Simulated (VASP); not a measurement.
# Pt (I4/mmm) in VASP: notebook

Pt is run at these levels: PBEsol; tasks: single point.

All numbers are computed with VASP 6.6.1; they aren't measurements. Logs are shortened: lines on timing, memory, paths and dates and some standing lists are left out, and cuts for length are marked.

## 1. The cell of the first run

The structure is tetragonal, space group I4/mmm (No. 139). Conventional cell: a = 3.073 Å, b = 3.073 Å, c = 3.263 Å, α = 90.00°, β = 90.00°, γ = 90.00°. Within 3.6 Å of Pt (site symmetry 4/mmm) lie 14 Pt at 2.72 to 3.26 Å.

## 2. Single point, PBEsol (strain -0.030 along x and y, +0.030 along z)

Input file INCAR:

```
SYSTEM = Pt
ALGO = Fast ; EDIFF = 1E-7
ENCUT = 520 ; GGA = PS
ISIF = 2 ; ISMEAR = 0
LASPH = .True. ; LCHARG = .True.
LELF = .True. ; LREAL = .False.
LVHAR = .True. ; LWAVE = .False.
NBANDS = 11 ; NELM = 80
PREC = Accurate ; SIGMA = 0.15
```

Input file KPOINTS:

```
k-points
0
Gamma
  22 22 22
  0 0 0
```

Input file POSCAR:

```
Pt
1.0
   -1.5366934000      1.5366934000      1.6317466000
    1.5366934000     -1.5366934000      1.6317466000
    1.5366934000      1.5366934000     -1.6317466000
Pt
1
Direct
    0.0000000000      0.0000000000      0.0000000000
```

Potentials or basis: VASP PAW PBE potentials, release 64 (Pt).

On the command line:

```
cat potpaw_PBE.64/Pt/POTCAR > POTCAR
mpirun -np 1 vasp_std > vasp.out
```

OUTCAR:

```text
SYSTEM = Pt
   EDIFF = 1E-7
   ENCUT = 520
   GGA = PS
   ISIF = 2
   ISMEAR = 0
   LASPH = .True.
   LREAL = .False.
   NELM = 80
   PREC = Accurate

 ion  position               nearest neighbor table
   1  0.000  0.000  0.000-

  LATTYP: Found a body centered tetragonal cell.
 ALAT       =     3.0733868000
 C/A-ratio  =     1.0618556701

  Lattice vectors:

 A1 = (  -1.5366934000,   1.5366934000,   1.6317466000)
 A2 = (   1.5366934000,  -1.5366934000,   1.6317466000)
 A3 = (   1.5366934000,   1.5366934000,  -1.6317466000)

Analysis of symmetry for initial positions (statically):
=====================================================================
 Subroutine PRICEL returns:
 Original cell was already a primitive cell.

 Routine SETGRP: Setting up the symmetry group for a
 body centered tetragonal supercell.

 Subroutine GETGRP returns: Found 16 space group operations
 (whereof 16 operations were pure point group operations)
 out of a pool of 16 trial point group operations.

The static configuration has the point symmetry D_4h.

Analysis of symmetry for dynamics (positions and initial velocities):
=====================================================================
 Subroutine PRICEL returns:
 Original cell was already a primitive cell.

 Routine SETGRP: Setting up the symmetry group for a
 body centered tetragonal supercell.

 Subroutine GETGRP returns: Found 16 space group operations
 (whereof 16 operations were pure point group operations)
 out of a pool of 16 trial point group operations.

The dynamic configuration has the point symmetry D_4h.

 Subroutine INISYM returns: Found 16 space group operations
 (whereof 16 operations are pure point group operations),
 and found     1 'primitive' translations

----------------------------------------------------------------------------------------

                                     Primitive cell

  volume of cell :      15.4130

  direct lattice vectors                    reciprocal lattice vectors
    -1.536693400  1.536693400  1.631746600     0.000000000  0.325373949  0.306420127
     1.536693400 -1.536693400  1.631746600     0.325373949  0.000000000  0.306420127
     1.536693400  1.536693400 -1.631746600     0.325373949  0.325373949  0.000000000

  length of vectors
     2.717618475  2.717618475  2.717618475     0.446946866  0.446946866  0.460148252

  position of ions in fractional coordinates (direct lattice)
     0.000000000  0.000000000  0.000000000

  ion indices of the primitive-cell ions
[... 75 lines left out ...]
   LREAL  =      F    real-space projection
   EDIFFG = 0.1E-05   stopping-criterion for IOM
   NSW    =      0    number of steps for IOM
   IBRION =     -1    ionic relax: 0-MD 1-quasi-New 2-CG
   NFREE  =      0    steps in history (QN), initial steepest desc. (CG)
   ISIF   =      2    stress and relaxation
   ISYM   =      2    0-nonsym 1-usesym 2-fastsym
   POTIM  = 0.5000    time-step for ionic-motion
   TEBEG  =    0.0;   TEEND  =   0.0 temperature during run
   PSTRESS=    0.0 pullay stress
   NELECT =      10.0000    total number of electrons
   NUPDOWN=      -1.0000    fix difference up-down
   EMIN   =  10.00;   EMAX   =-10.00  energy-range for DOS
   EFERMI =   0.00;   METHOD = LEGACY
   ISMEAR =     0;   SIGMA  =   0.15  broadening in eV -4-tet -1-fermi 0-gaus
   EFERMI_NEDOS =   21; number of points for ismear=-14 and -15
   IALGO  =     68    algorithm
   IMIX   =      4    mixing-type and parameters
     AMIX     =   0.40;   BMIX     =  1.00
     AMIX_MAG =   1.60;   BMIX_MAG =  1.00
  volume/ion in A,a.u.               =      15.41       104.01
  Fermi-wavevector in a.u.,A,eV,Ry     =   1.417248  2.678210 27.328542  2.008591
  Thomas-Fermi vector in A             =   2.538498
   LORBIT       =      0    0 simple, 1 ext, 2 COOP (PROOUT), +10 PAW based schemes
   GGA     = PS    functional components
   LHFCALC =     F    Hartree Fock is set to
   AEXX    =    0.0000 exact exchange contribution
   IVDW    =     0    specifies the selected vdW correction
   LEPSILON=     F    determine dielectric tensor
   LRPA    =     F    only Hartree local field effects (RPA)
 non-spin polarized calculation
 RMM-DIIS sequential band-by-band and
 Gauss-broadening in eV      SIGMA  =   0.15
  energy-cutoff  :      520.00
  volume of cell :       15.41
 maximum number of plane-waves:       426
   NGX = 11   NGY = 11   NGZ = 11

 number of electron      10.0000001 magnetization

 Free energy of the ion-electron system (eV)
  ---------------------------------------------------
  ext. energy  EPLUGINS =         0.00000000
  ---------------------------------------------------
  free energy    TOTEN  =        -6.86376342 eV

  energy without entropy =       -6.85154221  energy(sigma->0) =       -6.85765281

 E-fermi :  10.4624     XC(G=0): -13.4929

 val. band max:       10.4611893805   @ k =  -0.2727   0.5000   0.1364
 cond. band min:      10.4626493719   @ k =  -0.1818   0.3636   0.0455
 fundamental gap:      0.0014599914
 Fermi energy:        10.4624183303

 k-point     1 :       0.0000    0.0000    0.0000
  band No.  band energies     occupation
      1       0.6414      2.00000
      2       6.7003      2.00000
      3       6.7003      2.00000
      4       7.2061      2.00000
      5       9.0833      2.00000
      6       9.7192      2.00000
      7      26.8345      0.00000
      8      27.9469      0.00000
      9      27.9469      0.00000
     10      36.6331      0.00000
     11      37.3637      0.00000
[... 309 lines left out ...]
 k-point    24 :      -0.4545    0.0455    0.0000
  band No.  band energies     occupation
      1       3.6768      2.00000
      2       5.6274      2.00000
      3       8.6846      2.00000
      4       9.4640      2.00000
      5       9.9988      1.99999
      6      11.4711      0.00000
      7      17.8094      0.00000
      8      24.2063      0.00000
      9      27.3004      0.00000
     10      33.9607      0.00000
     11      35.5810      0.00000

 [... further k-points ...]
[... 5 lines left out ...]
  --------------------------------------------------------------------------------------
  -------------------------------------------------------------------------------------
  Total       -0.5621657     -0.5621657     -0.0671905      0.0000000     -0.0000000      0.0000000
  in kB      -58.4369818    -58.4369818     -6.9844301      0.0000000     -0.0000000      0.0000000
  external PRESSURE =     -41.2861312 kB  Pullay stress =       0.0000000 kB

 VOLUME and BASIS-vectors are now :
 -----------------------------------------------------------------------------
  energy-cutoff  :      520.00
  volume of cell :       15.41
      direct lattice vectors                 reciprocal lattice vectors
    -1.536693400  1.536693400  1.631746600     0.000000000  0.325373949  0.306420127
     1.536693400 -1.536693400  1.631746600     0.325373949  0.000000000  0.306420127
     1.536693400  1.536693400 -1.631746600     0.325373949  0.325373949  0.000000000

 POSITION                                       TOTAL-FORCE (eV/Angst)
 -----------------------------------------------------------------------------------
      0.00000      0.00000      0.00000        -0.000000     -0.000000      0.000000
 -----------------------------------------------------------------------------------
    total drift:                                0.000000      0.000000      0.000000

  FREE ENERGIE OF THE ION-ELECTRON SYSTEM (eV)
  ---------------------------------------------------
  free  energy   TOTEN  =        -6.8637634173 eV

  energy  without entropy=       -6.8515422105  energy(sigma->0) =       -6.85765281
```

Run time: 2.3 min. Hardware: 1 thread of Intel Xeon Platinum 8175M at 2.50GHz (Skylake/Cascade Lake), shared host; peak memory 0.24 GiB.

What came out:

- Free energy: -6.8638 eV
- Pressure: -4.1 GPa
- Band gap on the k mesh: zero (band 5 reaches 11.59 eV, above the bottom of band 6 at 9.34 eV)

Stress tensor (GPa, compression positive):
```
-5.84  0.00  0.00
 0.00 -5.84  0.00
 0.00  0.00 -0.70
```

Levels at points of the mesh, in eV from the Fermi level:
```tsv
k point	band 2	band 3	band 4	band 5	band 6	band 7	band 8	band 9
(0.00, 0.00, 0.00)	-3.76	-3.76	-3.26	-1.38	-0.74	16.37	17.48	17.48
(0.50, 0.00, 0.00)	-4.90	-1.57	-0.63	0.01	1.04	6.31	13.48	16.51
(0.50, 0.50, 0.00)	-5.46	-0.77	-0.48	0.40	1.17	6.84	12.82	15.07
(0.50, 0.50, 0.50)	-6.30	0.45	0.62	0.62	6.49	8.29	8.29	12.92
```

Caveat: the cell differs from its parent crystal (strain -0.030 along x and y, +0.030 along z); the PAW data sets were made with another functional, which shifts forces and pressure a little; spin-orbit coupling is left out, which moves the levels of the heavy elements.

## 3. Single point, PBEsol (strain +0.000 along x and y, -0.030 along z)

Input file INCAR:

```
SYSTEM = Pt
PREC = Accurate ; ENCUT = 520
EDIFF = 1E-7 ; ISMEAR = 0
SIGMA = 0.15 ; LREAL = .FALSE.
LASPH = .TRUE. ; NELM = 100
ALGO = Fast ; ISIF = 2
LWAVE = .FALSE. ; LCHARG = .TRUE.
GGA = PS ; LELF = .TRUE.
LVHAR = .TRUE. ; NBANDS = 11
```

Input file KPOINTS:

```
Automatic mesh
0
G
  22 22 22
  0 0 0
```

Input file POSCAR:

```
Pt
1.0
   -1.5842200000      1.5842200000      1.5366934000
    1.5842200000     -1.5842200000      1.5366934000
    1.5842200000      1.5842200000     -1.5366934000
Pt
1
Direct
    0.0000000000      0.0000000000      0.0000000000
```

Potentials or basis: VASP PAW PBE potentials, release 64 (Pt).

On the command line:

```
cat potpaw_PBE.64/Pt/POTCAR > POTCAR
mpirun -np 1 vasp_std > vasp.out
```

OUTCAR:

```text
SYSTEM = Pt
   PREC = Accurate
   ENCUT = 520
   EDIFF = 1E-7
   ISMEAR = 0
   LREAL = .FALSE.
   LASPH = .TRUE.
   NELM = 100
   ISIF = 2
   GGA = PS

 ion  position               nearest neighbor table
   1  0.000  0.000  0.000-

  LATTYP: Found a body centered tetragonal cell.
 ALAT       =     3.1684400000
 C/A-ratio  =     0.9700000000

  Lattice vectors:

 A1 = (  -1.5842200000,   1.5842200000,   1.5366934000)
 A2 = (   1.5842200000,  -1.5842200000,   1.5366934000)
 A3 = (   1.5842200000,   1.5842200000,  -1.5366934000)
[... 509 lines left out ...]
      3       9.0892      2.00000
      4       9.4153      2.00000
      5      10.1217      1.99657
      6      11.5318      0.00000
      7      18.1533      0.00000
      8      23.8795      0.00000
      9      26.5419      0.00000
     10      34.7565      0.00000
     11      35.0472      0.00000

 [... further k-points ...]
[... 5 lines left out ...]
  --------------------------------------------------------------------------------------
  -------------------------------------------------------------------------------------
  Total       -0.2933374     -0.2933374     -0.6191096      0.0000000     -0.0000000      0.0000000
  in kB      -30.4649051    -30.4649051    -64.2983673      0.0000000     -0.0000000      0.0000000
  external PRESSURE =     -41.7427259 kB  Pullay stress =       0.0000000 kB

 VOLUME and BASIS-vectors are now :
 -----------------------------------------------------------------------------
  energy-cutoff  :      520.00
  volume of cell :       15.43
      direct lattice vectors                 reciprocal lattice vectors
    -1.584220000  1.584220000  1.536693400     0.000000000  0.315612731  0.325373949
     1.584220000 -1.584220000  1.536693400     0.315612731  0.000000000  0.325373949
     1.584220000  1.584220000 -1.536693400     0.315612731  0.315612731  0.000000000

 POSITION                                       TOTAL-FORCE (eV/Angst)
 -----------------------------------------------------------------------------------
      0.00000      0.00000      0.00000        -0.000000     -0.000000      0.000000
 -----------------------------------------------------------------------------------
    total drift:                                0.000000     -0.000000      0.000000

  FREE ENERGIE OF THE ION-ELECTRON SYSTEM (eV)
  ---------------------------------------------------
  free  energy   TOTEN  =        -6.8557460549 eV

  energy  without entropy=       -6.8431063641  energy(sigma->0) =       -6.84942621
```

OSZICAR:

```text
N       E                     dE             d eps       ncg     rms          rms(c)
DAV:   1     0.390933871727E+02    0.39093E+02   -0.53752E+03 18759   0.845E+02
DAV:   2    -0.667824378644E+01   -0.45772E+02   -0.43815E+02 20922   0.176E+02
DAV:   3    -0.728780185963E+01   -0.60956E+00   -0.60685E+00 21558   0.193E+01
DAV:   4    -0.729016966501E+01   -0.23678E-02   -0.23676E-02 21283   0.142E+00
DAV:   5    -0.729018842236E+01   -0.18757E-04   -0.18756E-04 21721   0.116E-01    0.121E+01
RMM:   6    -0.689951433622E+01    0.39067E+00   -0.38492E-01 18397   0.522E+00    0.621E+00
RMM:   7    -0.685956699073E+01    0.39947E-01   -0.69015E-02 19325   0.236E+00    0.242E+00
RMM:   8    -0.685613992556E+01    0.34271E-02   -0.87089E-03 19931   0.837E-01    0.652E-01
RMM:   9    -0.685572882274E+01    0.41110E-03   -0.10522E-03 21325   0.280E-01    0.413E-02
RMM:  10    -0.685574485054E+01   -0.16028E-04   -0.14895E-04 21417   0.937E-02    0.463E-02
RMM:  11    -0.685574590246E+01   -0.10519E-05   -0.16851E-05 22295   0.292E-02    0.261E-02
RMM:  12    -0.685574587248E+01    0.29975E-07   -0.64998E-06 21388   0.196E-02    0.357E-03
RMM:  13    -0.685574600917E+01   -0.13669E-06   -0.14257E-06 20828   0.765E-03    0.463E-03
RMM:  14    -0.685574605487E+01   -0.45698E-07   -0.19969E-07 15388   0.286E-03
   1 F= -.68557461E+01 E0= -.68494262E+01  d E =-.126397E-01
```

Run time: 2.2 min. Hardware: 1 thread of Intel Xeon Platinum 8175M at 2.50GHz (Skylake/Cascade Lake), shared host; peak memory 0.25 GiB.

What came out:

| Property | Result |
| --- | --- |
| Free energy | -6.8557 eV |
| Pressure | -4.2 GPa |
| Band gap on the k mesh | zero (band 5 reaches 11.52 eV, above the bottom of band 6 at 9.28 eV) |

Stress tensor (GPa, compression positive):
```
-3.05  0.00  0.00
 0.00 -3.05  0.00
 0.00  0.00 -6.43
```

Levels at points of the mesh, in eV from the Fermi level:
```
           k point  band 3  band 4  band 5  band 6  band 7  band 8
(0.00, 0.00, 0.00)   -3.50   -3.50   -1.19   -0.83   16.90   16.90
(0.50, 0.00, 0.00)   -1.12   -0.56    0.21    1.14    6.58   13.14
(0.50, 0.50, 0.00)   -1.43   -0.75    0.01    1.08    6.31   13.49
(0.50, 0.50, 0.50)    0.55    0.55    0.64    7.37    7.37    8.31
```

Caveat: the cell differs from its parent crystal (strain +0.000 along x and y, -0.030 along z); the PAW data sets were made with another functional, which shifts forces and pressure a little; spin-orbit coupling is left out, which moves the levels of the heavy elements.
